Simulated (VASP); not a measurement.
Crystal: Si4Mo3.

```xyz
7
Lattice="4.5290 0.0000 0.0000 0.0000 4.5290 0.0000 0.0000 0.0000 4.5290" Properties=species:S:1:pos:R:3 pbc="T T T"
Si    2.2645    2.2645    2.2645
Si    2.2645    0.0000    0.0000
Si    0.0000    2.2645    0.0000
Si    0.0000    0.0000    2.2645
Mo    2.2645    2.2645    0.0000
Mo    0.0000    2.2645    2.2645
Mo    2.2645    0.0000    2.2645
```

The cell was built from a structure type or drawn by symmetry, and may not be a known phase.

- Program: VASP 6.6.1
- Task: relaxation of cell and atoms
- Functional: PBE
- Potentials or basis: VASP PAW PBE potentials, release 64 (Si, Mo_sv)
- Cutoff: 500 eV
- k mesh: 4 × 4 × 4
- Occupations: gaussian, width 0.2 eV
- Spin: no spin polarisation

At the start: pressure 66.2 GPa; volume 13.27 Å³/atom.

**Question.** Where does the relaxation end?

**Answer.** Over 5 steps the energy falls by 668.6 meV/atom and the volume is 17.30 Å³/atom (+30.4 %); space group Pm-3m (No. 221, to 0.1 Å) before and after.

Step by step:
| step | energy change (eV) | largest force (eV/Å) | pressure (GPa) | volume (Å³) |
| --- | --- | --- | --- | --- |
| 1 | 0.0000 | 0.0000 | 66.17 | 92.90 |
| 2 | 2.9757 | 0.0000 | -24.44 | 187.79 |
| 3 | -4.6354 | 0.0000 | -3.97 | 124.63 |
| 4 | -4.6770 | 0.0000 | -1.12 | 122.05 |
| 5 | -4.6803 | 0.0000 | 0.02 | 121.09 |

Final structure:
```
Si Mo
1.0
     4.94736    0.00000    0.00000
     0.00000    4.94736    0.00000
     0.00000    0.00000    4.94736
Si Mo
4 3
Direct
  0.50000 0.50000 0.50000
  0.50000 0.00000 0.00000
  0.00000 0.50000 0.00000
  0.00000 0.00000 0.50000
  0.50000 0.50000 0.00000
  0.00000 0.50000 0.50000
  0.50000 0.00000 0.50000
```

Caveat: the volume moved by over 15 % at a fixed basis, so the end points are rough.
